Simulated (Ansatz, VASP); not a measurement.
# Two plane-wave programs on Rh

Contents of INCAR:

```
SYSTEM = Rh
PREC = Accurate
ENCUT = 520
EDIFF = 1E-7
ISMEAR = 1
SIGMA = 0.02
LREAL = .FALSE.
LASPH = .TRUE.
NELM = 100
ALGO = Fast
ISIF = 2
LWAVE = .FALSE.
LCHARG = .FALSE.
GGA = PE
NBANDS = 14
```

The input KPOINTS:

```
Automatic mesh
0
G
  22 22 22
  0 0 0
```

The input POSCAR:

```
Rh
1.0
    0.0000000000      1.9015500000      1.9205655000
    1.9015500000      0.0000000000      1.9205655000
    1.9015500000      1.9015500000      0.0000000000
Rh
1
Direct
    0.0000000000      0.0000000000      0.0000000000
```

Input for Ansatz:

```yaml
crystal:
  lattice:
    - [0.0, 1.90155, 1.9205655]
    - [1.90155, 0.0, 1.9205655]
    - [1.90155, 1.90155, 0.0]
  atoms:
    - { symbol: Rh, position: [0.0, 0.0, 0.0] }
basis:
  ecutwfc: 420
kpoints:
  mp_grid: { grid: [22, 22, 22] }
hamiltonian:
  xc: pbe
scf:
  occupations: { method: cold, width: 0.02 }
output:
  forces: true
  stress: true
  eigenvalues: true
```

Change from the starting cell: strain +0.0100 x Voigt [0, 0, 1, 0, 0, 0], atoms carried along.

Alike in both runs: task single point; functional PBE; k mesh 22 × 22 × 22; no spin polarisation.

|  | VASP | Ansatz |
| --- | --- | --- |
| version | VASP 6.6.1 | Ansatz 0.2.0 |
| potentials or method | VASP PAW PBE potentials, release 64 (Rh_pv), cutoff 520 eV | scalar-relativistic, plane waves, PAW |
| occupations | methfessel-paxton of order 1, width 0.02 eV | cold, width 0.02 eV |
| valence electrons in the cell | 15 | 17 |

|  | VASP | Ansatz | Ansatz less VASP |
| --- | --- | --- | --- |
| gap on the k mesh at the Fermi level (eV) | none | none | - |
| pressure (GPa) | 2.9 | 2.9 | -0.01 |
| traceless stress, the component that is largest in VASP (GPa) | -1.47 | -1.47 | -0.002 |

A gap of «none» marks a metal or a gap that the smearing closes. VASP's potentials hold 15 valence electrons a cell and Ansatz's 17, so a difference there can come from the potentials and not from the codes.
